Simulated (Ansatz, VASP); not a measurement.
One calculation of Si, two programs

```xyz
8
Lattice="-3.2837 3.2837 3.2837 3.2837 -3.2837 3.2837 3.2837 3.2837 -3.2837" Properties=species:S:1:pos:R:3 pbc="T T T"
Si    0.7484    0.7484    0.7484
Si   -0.6715    2.6122    0.6715
Si    0.6715   -0.6715    2.6122
Si    2.6122    0.6715   -0.6715
Si    2.6122    2.6122    2.6122
Si    0.6715    3.9552   -0.6715
Si   -0.6715    0.6715    3.9552
Si    3.9552   -0.6715    0.6715
```

Alike in both runs: task single point; functional LDA; k mesh 8 × 8 × 8; occupations gaussian, width 0.15 eV; no spin polarisation.

```csv
,VASP,Ansatz
version,VASP 6.6.1,Ansatz 0.2.0
potentials or method,"VASP PAW LDA potentials, release 64 (Si), cutoff 520 eV","scalar-relativistic, plane waves, PAW"
valence electrons in the cell,32,32
```

```csv
,VASP,Ansatz,Ansatz less VASP
gap on the k mesh at the Fermi level (eV),none,none,-
pressure (GPa),-0.5,-0.5,-0.05
"traceless stress, the component that is largest in VASP (GPa)",-0.80,-0.80,+0.004
rms of the force components (eV/Å),0.200,0.201,+0.0011
```

LDA's correlation is that of Perdew and Zunger in VASP and of Perdew and Wang (1992) in Ansatz. Atom by atom the forces differ by 0.004 eV/Å (rms over components). A gap of «none» marks a metal or a gap that the smearing closes.
